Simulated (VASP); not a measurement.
# Ni in VASP: settings compared

Aim: see how the results for Ni move with the level of theory and the settings. Levels: PBE+U, PBEsol+D3(BJ)+U. Tasks: single point, relaxation of cell and atoms.

All numbers are computed with VASP 6.6.1; they aren't measurements. Logs are shortened: lines on timing, memory, paths and dates and some standing lists are left out, and cuts for length are marked.

## (1) The cell of the first run

The structure is trigonal, space group R-3m (No. 166). The conventional cell has a = 2.626 Å, b = 2.626 Å, c = 6.410 Å, α = 90.00°, β = 90.00°, γ = 120.00°. Within 3.5 Å of Ni (site symmetry -3m) lie 12 Ni at 2.62 to 2.63 Å.

## (2) Single point, PBE+U, collinear spin, ferromagnetic start

INCAR reads:

```
SYSTEM = Ni
  PREC = Accurate
  ENCUT = 590
  EDIFF = 1E-6
  ISMEAR = 0
  SIGMA = 0.05
  LREAL = .FALSE.
  LASPH = .TRUE.
  NELM = 200
  ALGO = Normal
  ISIF = 2
  LWAVE = .FALSE.
  LCHARG = .FALSE.
  ISPIN = 2
  MAGMOM = 1
  LORBIT = 11
  NUPDOWN = 1.0
  LMAXMIX = 4
  LDAU = .TRUE.
  LDAUTYPE = 2
  LDAUL = 2
  LDAUU = 5
  LDAUJ = 0
  LDAUPRINT = 1
  GGA = PE
  NBANDS = 19
  GGA_COMPAT = .FALSE.
```

KPOINTS reads:

```
regular mesh
0
G
  13 13 13
  0 0 0
```

POSCAR reads:

```
Ni
1.0
   -0.0043969350      1.8525497598      1.8525497598
    1.8525497598     -0.0043969350      1.8525497598
    1.8525497598      1.8525497598     -0.0043969350
Ni
1
Direct
    0.0000000000      0.0000000000      0.0000000000
```

Potentials or basis: VASP PAW PBE potentials, release 64 (Ni_sv_GW).

Launch:

```console
> cat potpaw_PBE.64/Ni_sv_GW/POTCAR > POTCAR
> mpirun -np 1 vasp_std > vasp.out
```

OUTCAR:

```text
SYSTEM = Ni
   PREC = Accurate
   ENCUT = 590
   EDIFF = 1E-6
   ISMEAR = 0
   LREAL = .FALSE.
   LASPH = .TRUE.
   NELM = 200
   ISIF = 2
   ISPIN = 2
   LORBIT = 11
   NUPDOWN = 1.0
   GGA = PE

 ion  position               nearest neighbor table
   1  0.000  0.000  0.000-

  LATTYP: Found a trigonal (rhomboedric) cell.
 ALAT       =     2.6199046849
 COS(alpha) =     0.4976251480

  Lattice vectors:

 A1 = (  -0.0043969350,   1.8525497598,   1.8525497598)
 A2 = (   1.8525497598,  -0.0043969350,   1.8525497598)
 A3 = (   1.8525497598,   1.8525497598,  -0.0043969350)

Analysis of symmetry for initial positions (statically):
=====================================================================
 Subroutine PRICEL returns:
 Original cell was already a primitive cell.

 Routine SETGRP: Setting up the symmetry group for a
 trigonal (rhombohedral) supercell.

 Subroutine GETGRP returns: Found 12 space group operations
 (whereof 12 operations were pure point group operations)
 out of a pool of 12 trial point group operations.

The static configuration has the point symmetry D_3d.

Analysis of symmetry for dynamics (positions and initial velocities):
=====================================================================
 Subroutine PRICEL returns:
 Original cell was already a primitive cell.

 Routine SETGRP: Setting up the symmetry group for a
 trigonal (rhombohedral) supercell.

 Subroutine GETGRP returns: Found 12 space group operations
 (whereof 12 operations were pure point group operations)
 out of a pool of 12 trial point group operations.

The dynamic configuration has the point symmetry D_3d.

Analysis of structural, dynamic, and magnetic symmetry:
=====================================================================
 Subroutine PRICEL returns:
 Original cell was already a primitive cell.

 Routine SETGRP: Setting up the symmetry group for a
 trigonal (rhombohedral) supercell.

[... 152 lines left out ...]
  0.0001  0.8989 -0.0001  0.0001  0.0001
  0.0001 -0.0001  0.9032 -0.0001  0.0000
  0.0001  0.0001 -0.0001  0.8989 -0.0001
  0.0000  0.0001  0.0000 -0.0001  0.9032

spin component  2

  0.5384  0.0000  0.0011  0.0000 -0.0000
  0.0000  0.5384 -0.0005  0.0000  0.0009
  0.0011 -0.0005  0.8703 -0.0005  0.0000
  0.0000  0.0000 -0.0005  0.5384 -0.0009
 -0.0000  0.0009  0.0000 -0.0009  0.8703

 occupancies and eigenvectors

  o =  0.5384  v =  0.0000  0.0000  0.0000  0.0000  0.0000  0.6815 -0.7302 -0.0033  0.0488  0.0022      0.0000  0.0000  0.0000  0.0000  0.0000  0.0000  0.0000  0.0000  0.0000  0.0000
  o =  0.5384  v =  0.0000  0.0000  0.0000  0.0000  0.0000  0.4497  0.3653 -0.0022 -0.8150 -0.0033      0.0000  0.0000  0.0000  0.0000  0.0000  0.0000  0.0000  0.0000  0.0000  0.0000
  o =  0.5384  v =  0.0000  0.0000  0.0000  0.0000  0.0000 -0.5774 -0.5774  0.0000 -0.5774 -0.0000      0.0000  0.0000  0.0000  0.0000  0.0000  0.0000  0.0000  0.0000  0.0000  0.0000
  o =  0.8703  v =  0.0000  0.0000  0.0000  0.0000  0.0000  0.0000  0.0028  0.0000 -0.0028  1.0000      0.0000  0.0000  0.0000  0.0000  0.0000  0.0000  0.0000  0.0000  0.0000  0.0000
  o =  0.8703  v =  0.0000  0.0000  0.0000  0.0000  0.0000  0.0032 -0.0016  1.0000 -0.0016 -0.0000      0.0000  0.0000  0.0000  0.0000  0.0000  0.0000  0.0000  0.0000  0.0000  0.0000
  o =  0.8988  v =  0.0041  0.7045 -0.0002 -0.7086 -0.0389  0.0000  0.0000  0.0000  0.0000  0.0000      0.0000  0.0000  0.0000  0.0000  0.0000  0.0000  0.0000  0.0000  0.0000  0.0000
  o =  0.8988  v =  0.8159 -0.4115 -0.0389 -0.4044  0.0002  0.0000  0.0000  0.0000  0.0000  0.0000      0.0000  0.0000  0.0000  0.0000  0.0000  0.0000  0.0000  0.0000  0.0000  0.0000
  o =  0.8990  v = -0.5774 -0.5774  0.0000 -0.5774  0.0000  0.0000  0.0000  0.0000  0.0000  0.0000      0.0000  0.0000  0.0000  0.0000  0.0000  0.0000  0.0000  0.0000  0.0000  0.0000
  o =  0.9032  v =  0.0000  0.0275  0.0000 -0.0275  0.9992  0.0000  0.0000  0.0000  0.0000  0.0000      0.0000  0.0000  0.0000  0.0000  0.0000  0.0000  0.0000  0.0000  0.0000  0.0000
  o =  0.9032  v =  0.0318 -0.0159  0.9992 -0.0159 -0.0000  0.0000  0.0000  0.0000  0.0000  0.0000      0.0000  0.0000  0.0000  0.0000  0.0000  0.0000  0.0000  0.0000  0.0000  0.0000

 number of electron      18.0000013 magnetization       1.0000002

 Free energy of the ion-electron system (eV)
  ---------------------------------------------------
  ext. energy  EPLUGINS =         0.00000000
  ---------------------------------------------------
  free energy    TOTEN  =        -2.47047474 eV

  energy without entropy =       -2.46864965  energy(sigma->0) =       -2.46956219

 E-fermi :   6.2768     XC(G=0): -12.8242

 val. band max:        6.4972136226   @ k =  -0.4615   0.3077   0.3077
 cond. band min:       6.2807913382   @ k =   0.3846   0.3846   0.2308
 fundamental gap:     -0.2164222844
 Fermi energy:         6.5200869512

 spin component 1

 k-point     1 :       0.0000    0.0000    0.0000
  band No.  band energies     occupation
      1     -97.1460      1.00000
      2     -57.4852      1.00000
      3     -57.4765      1.00000
      4     -57.4765      1.00000
      5      -1.9459      1.00000
      6       2.1496      1.00000
[... 1049 lines left out ...]
     18      40.9975      0.00000
     19      49.1795      0.00000

 [... further k-points ...]
[... 5 lines left out ...]
  --------------------------------------------------------------------------------------
  -------------------------------------------------------------------------------------
  Total       -1.5169165     -1.5169165     -1.5169165      0.0081959      0.0081959      0.0081959
  in kB     -190.4536040   -190.4536040   -190.4536040      1.0290181      1.0290181      1.0290181
  external PRESSURE =    -190.4536040 kB  Pullay stress =       0.0000000 kB

 VOLUME and BASIS-vectors are now :
 -----------------------------------------------------------------------------
  energy-cutoff  :      590.00
  volume of cell :       12.76
      direct lattice vectors                 reciprocal lattice vectors
    -0.004396935  1.852549760  1.852549760    -0.268939294  0.269579126  0.269579126
     1.852549760 -0.004396935  1.852549760     0.269579126 -0.268939294  0.269579126
     1.852549760  1.852549760 -0.004396935     0.269579126  0.269579126 -0.268939294

 POSITION                                       TOTAL-FORCE (eV/Angst)
 -----------------------------------------------------------------------------------
      0.00000      0.00000      0.00000        -0.000000      0.000000     -0.000000
 -----------------------------------------------------------------------------------
    total drift:                               -0.000000      0.000000     -0.000000

  FREE ENERGIE OF THE ION-ELECTRON SYSTEM (eV)
  ---------------------------------------------------
  free  energy   TOTEN  =        -2.4704747356 eV

  energy  without entropy=       -2.4686496494  energy(sigma->0) =       -2.46956219

 total charge

# of ion       s       p       d       f       tot
--------------------------------------------------
    1        2.219   6.225   7.830   0.002  16.276

 magnetization (x)

# of ion       s       p       d       f       tot
--------------------------------------------------
    1       -0.003  -0.028   1.147  -0.000   1.115
```

stdout:

```text
POSCAR found type information on POSCAR Ni
 POSCAR found :  1 types and       1 ions
 scaLAPACK will be used
 LDA part: xc-table for (Slater+PW92), standard interpolation
 POSCAR, INCAR and KPOINTS ok, starting setup
 FFT: planning ... GRIDC
 FFT: planning ... GRID_SOFT
 FFT: planning ... GRID
 WAVECAR not read
 entering main loop
```

It took 82 s on 1 thread of Intel Xeon 6975P-C (Granite Rapids), shared host; peak memory 0.25 GiB.

Results:

```yaml
Free_energy: -2.4705 eV
Pressure: -19.0 GPa
Net_moment: 1.00 μB per cell
Site_moments: Ni +1.11 μB
Valence_electrons_inside_the_program's_atomic_spheres: Ni 16.28
```

Eigenvalues of the final occupation matrices:
```tsv
site	spin	trace	eigenvalues
site 1 d	1	4.50	0.90 0.90 0.90 0.90 0.90
site 1 d	2	3.36	0.54 0.54 0.54 0.87 0.87
```

Caveat: the total moment is fixed, so each spin has its own Fermi level; the U is typed as a test and isn't derived for this compound. The state reached can hang on the start; a lower one may exist.

## (3) Single point, PBEsol+D3(BJ)+U, collinear spin, ferromagnetic start

This run uses another cell than the first one, of 11.81 Å³/atom, 0.926 times its volume.

INCAR reads:

```
  PREC = Accurate
  ENCUT = 590
  EDIFF = 1E-6
  ISMEAR = -1
  SIGMA = 0.025
  LREAL = False
  LASPH = True
  NELM = 200
  ALGO = Normal
  ISIF = 2
  LWAVE = False
  LCHARG = True
  ISPIN = 2
  MAGMOM = 1.08
  LORBIT = 11
  LMAXMIX = 4
  LDAU = True
  LDAUTYPE = 2
  LDAUL = 2
  LDAUU = 6.2
  LDAUJ = 0
  LDAUPRINT = 1
  GGA = PS
  IVDW = 12
  LELF = True
  LVHAR = True
  NBANDS = 19
  GGA_COMPAT = False
```

KPOINTS reads:

```
regular mesh
0
Gamma
  13 13 13
```

POSCAR reads:

```
Ni
1.0
    0.0000000000      1.8115017514      1.8115017514
    1.8036859516      0.0078157998      1.8036859516
    1.8115017514      1.8115017514      0.0000000000
Ni
1
Direct
    0.0000000000      0.0000000000      0.0000000000
```

Potentials or basis: VASP PAW PBE potentials, release 64 (Ni_sv_GW).

Launch:

```console
> cat potpaw_PBE.64/Ni_sv_GW/POTCAR > POTCAR
> mpirun -np 1 vasp_std > vasp.out
```

OUTCAR:

```text
PREC = Accurate
   ENCUT = 590
   EDIFF = 1E-6
   ISMEAR = -1
   LREAL = False
   LASPH = True
   NELM = 200
   ISIF = 2
   ISPIN = 2
   LORBIT = 11
   GGA = PS
   IVDW = 12
 IVDW          = 12

 ion  position               nearest neighbor table
   1  0.000  0.000  0.000-

  LATTYP: Found a trigonal (rhomboedric) cell.
 ALAT       =     2.5508091090
 COS(alpha) =     0.4956621089

  Lattice vectors:

 A1 = (  -0.0078157998,  -1.8036859516,   1.8036859516)
[... 1305 lines left out ...]
  -------------------------------------------------------------------------------------
  Total      -1.72467    -1.72467    -1.72467    -0.02270    -0.02270     0.02270
  in kB    -233.93176  -233.93176  -233.93176    -3.07908    -3.07908     3.07908
  external pressure =     -233.93 kB  Pullay stress =        0.00 kB

 VOLUME and BASIS-vectors are now :
 -----------------------------------------------------------------------------
  energy-cutoff  :      590.00
  volume of cell :       11.81
      direct lattice vectors                 reciprocal lattice vectors
     0.000000000  1.811501751  1.811501751    -0.276613402  0.276613402  0.275414770
     1.803685952  0.007815800  1.803685952     0.277812033 -0.277812033  0.277812033
     1.811501751  1.811501751  0.000000000     0.275414770  0.276613402 -0.276613402

 POSITION                                       TOTAL-FORCE (eV/Angst)
 -----------------------------------------------------------------------------------
      0.00000      0.00000      0.00000         0.000000      0.000000     -0.000000
 -----------------------------------------------------------------------------------
    total drift:                                0.000000      0.000000      0.000000

  FREE ENERGIE OF THE ION-ELECTRON SYSTEM (eV)
  ---------------------------------------------------
  free  energy   TOTEN  =        -2.6308467020 eV

  energy  without entropy=       -2.6281588100  energy(sigma->0) =       -2.62950276

 total charge

# of ion       s       p       d       f       tot
--------------------------------------------------
    1        2.229   6.254   7.853   0.003  16.339

 magnetization (x)

# of ion       s       p       d       f       tot
--------------------------------------------------
    1       -0.006  -0.039   1.119  -0.000   1.073
```

OSZICAR:

```text
N       E                     dE             d eps       ncg     rms          rms(c)
DAV:   1     0.182819863220E+03    0.18282E+03   -0.93109E+03 25183   0.344E+03
DAV:   2     0.382045632288E+01   -0.17900E+03   -0.16776E+03 27148   0.793E+02
DAV:   3    -0.338986960619E+01   -0.72103E+01   -0.71508E+01 27589   0.201E+02
DAV:   4    -0.348133602005E+01   -0.91466E-01   -0.91430E-01 27722   0.126E+01
DAV:   5    -0.348277501311E+01   -0.14390E-02   -0.14389E-02 25766   0.121E+00    0.113E+01
DAV:   6    -0.289565035351E+01    0.58712E+00   -0.67901E+00 20444   0.233E+02    0.752E+00
DAV:   7    -0.218432981064E+01    0.71132E+00   -0.22117E+00 20634   0.118E+02    0.232E+00
DAV:   8    -0.222488013443E+01   -0.40550E-01   -0.50026E-02 30930   0.193E+01    0.110E+00
DAV:   9    -0.224123989538E+01   -0.16360E-01   -0.14675E-02 30553   0.102E+01    0.509E-01
DAV:  10    -0.224234902058E+01   -0.11091E-02   -0.43693E-03 29132   0.573E+00    0.343E-01
DAV:  11    -0.224469562944E+01   -0.23466E-02   -0.14981E-03 28911   0.199E+00    0.218E-01
DAV:  12    -0.224335313179E+01    0.13425E-02   -0.18657E-03 29261   0.178E+00    0.178E-01
DAV:  13    -0.224386256696E+01   -0.50944E-03   -0.93957E-04 29777   0.183E+00    0.107E-01
DAV:  14    -0.224419475588E+01   -0.33219E-03   -0.27352E-04 29454   0.118E+00    0.566E-02
DAV:  15    -0.224422075124E+01   -0.25995E-04   -0.90596E-05 29066   0.833E-01    0.267E-02
DAV:  16    -0.224422393497E+01   -0.31837E-05   -0.95175E-06 24958   0.172E-01    0.508E-03
DAV:  17    -0.224422614650E+01   -0.22115E-05   -0.11019E-06 12254   0.847E-02    0.587E-03
DAV:  18    -0.224422627649E+01   -0.13000E-06   -0.34433E-07 10797   0.378E-02
   1 F= -.26308467E+01 E0= -.26295028E+01  d E =-.268789E-02  mag=     0.9464
```

stdout:

```text
POSCAR found type information on POSCAR Ni
 POSCAR found :  1 types and       1 ions
 scaLAPACK will be used
 -----------------------------------------------------------------------------
|                                                                             |
|                                                                             |
|     You enforced a specific xc type in the INCAR file but a different       |
|     I HOPE YOU KNOW WHAT YOU ARE DOING!                                     |
|                                                                             |
 -----------------------------------------------------------------------------

 LDA part: xc-table for (Slater+PW92), standard interpolation
 POSCAR, INCAR and KPOINTS ok, starting setup
 FFT: planning ... GRIDC
 FFT: planning ... GRID_SOFT
 FFT: planning ... GRID
 WAVECAR not read
 entering main loop
```

Wall time 3.4 min (1 thread of Intel Xeon Platinum 8259CL at 2.50GHz (Skylake/Cascade Lake), shared host); peak memory 0.24 GiB.

Results:

```
Free energy                                           : -2.6308 eV
Pressure                                              : -23.4 GPa
Net moment                                            : 0.95 μB per cell
Site moments                                          : Ni +1.07 μB
Valence electrons inside the program's atomic spheres : Ni 16.34
Dispersion energy per atom                            : -0.387 eV
```

Eigenvalues of the final occupation matrices:
```csv
site,spin,trace,eigenvalues
site 1 d,1,4.50,0.90 0.90 0.90 0.90 0.90
site 1 d,2,3.38,0.55 0.55 0.55 0.87 0.87
```

Caveat: the PAW data sets were made with another functional, which shifts forces and pressure a little; pairwise dispersion overbinds metals, which lowers pressure and volume; the U is typed as a test and isn't derived for this compound. The state reached can hang on the start; a lower one may exist.

## (4) Relaxation of cell and atoms, PBE+U, collinear spin, ferromagnetic start

This run uses another cell than the first one, of 10.49 Å³/atom, 0.822 times its volume.

INCAR reads:

```
SYSTEM = Ni
ALGO = Normal ; EDIFF = 1E-7
EDIFFG = -0.01 ; ENCUT = 590
GGA = PE ; GGA_COMPAT = .FALSE.
IBRION = 2 ; ISIF = 3
ISMEAR = 0 ; ISPIN = 2
LASPH = .TRUE. ; LCHARG = .FALSE.
LDAU = .TRUE. ; LDAUJ = 0
LDAUL = 2 ; LDAUPRINT = 1
LDAUTYPE = 2 ; LDAUU = 5
LMAXMIX = 4 ; LORBIT = 11
LREAL = .FALSE. ; LWAVE = .FALSE.
MAGMOM = 1 ; NELM = 200
NELMIN = 4 ; NSW = 60
NUPDOWN = 1.0 ; PREC = Accurate
SIGMA = 0.05
```

KPOINTS reads:

```
k-points
0
G
  13 13 13
  0 0 0
```

POSCAR reads:

```
Ni
1.0
    0.0000000000      1.7375729330      1.7375729330
    1.7375729330      0.0000000000      1.7375729330
    1.7375729330      1.7375729330      0.0000000000
Ni
1
Direct
    0.0000000000      0.0000000000      0.0000000000
```

Launch:

```console
> cat potpaw_PBE.64/Ni_sv_GW/POTCAR > POTCAR
> mpirun -np 1 vasp_std > vasp.out
```

It took 93 s on 1 thread of Intel Xeon 6975P-C (Granite Rapids), shared host; peak memory 0.18 GiB.

The run converged. Its results:

| Item | Value |
| --- | --- |
| Free energy | -2.5400 eV |
| Relaxed volume | 10.95 Å³/atom |
| Relaxed cell | a = 2.493 Å, b = 2.493 Å, c = 2.493 Å, α = 60.00°, β = 60.00°, γ = 60.00° |
| Space group after relaxing (to 0.05 Å) | Fm-3m (No. 225) |
| Energy gained by relaxing | 12.2 meV/atom |
| Ionic steps | 3 |
| Pressure after relaxing | 0.0 GPa |
| Net moment | 1.00 μB per cell |
| Site moments | Ni +1.08 μB |
| Valence electrons inside the program's atomic spheres | Ni 16.39 |

The path:
| step | energy change (eV) | largest force (eV/Å) | pressure (GPa) | volume (Å³) |
| --- | --- | --- | --- | --- |
| 1 | 0.0000 | 0.0000 | 8.98 | 10.49 |
| 2 | -0.0019 | 0.0000 | -6.85 | 11.41 |
| 3 | -0.0122 | 0.0000 | -0.04 | 10.95 |

Final structure:
```cif
data_structure
_symmetry_space_group_name_H-M 'P 1'
_symmetry_Int_Tables_number 1
_cell_length_a 2.4927
_cell_length_b 2.4927
_cell_length_c 2.4927
_cell_angle_alpha 60.000
_cell_angle_beta 60.000
_cell_angle_gamma 60.000
_cell_volume 10.95
loop_
_atom_site_label
_atom_site_type_symbol
_atom_site_fract_x
_atom_site_fract_y
_atom_site_fract_z
_atom_site_occupancy
Ni1 Ni 0.00000 0.00000 0.00000 1
```

Eigenvalues of the final occupation matrices:
```tsv
site	spin	trace	eigenvalues
site 1 d	1	4.49	0.90 0.90 0.90 0.90 0.90
site 1 d	2	3.38	0.55 0.55 0.55 0.86 0.86
```

Caveat: the total moment is fixed, so each spin has its own Fermi level; the U is typed as a test and isn't derived for this compound.

## (5) The runs side by side

| task | level | U | fixed moment (μB) | cell | smearing | pressure (GPa) | moment (μB) |
| --- | --- | --- | --- | --- | --- | --- | --- |
| single point | PBE+U | Ni d U = 5.0 eV | 1.0 | a = 2.620 Å, angles 60.2°, 1 atom | gaussian 0.05 eV | -19.0 | 1.00 |
| single point | PBEsol+D3(BJ)+U | Ni d U = 6.2 eV | - | a = 2.562, b = 2.551 Å, angles 59.9, 60.0, 59.9°, 1 atom | fermi-dirac 0.025 eV | -23.4 | 0.95 |
| relaxation of cell and atoms | PBE+U | Ni d U = 5.0 eV | 1.0 | relaxed from a = 2.457 Å, angles 60.0°, 1 atom | gaussian 0.05 eV | 0.0 | 1.00 |

Alike in all rows: potentials or basis VASP PAW PBE potentials, release 64 (Ni_sv_GW); spin collinear, ferromagnetic start; k mesh 13 × 13 × 13; cutoff (eV) 590.

Caveats: the U is typed as a test and isn't derived for this compound; the total moment is fixed, so each spin has its own Fermi level (some runs); the PAW data sets were made with another functional, which shifts forces and pressure a little (some runs); pairwise dispersion overbinds metals, which lowers pressure and volume (some runs).

Total energies depend on the potentials used, so only differences within one code and one set of settings carry meaning.
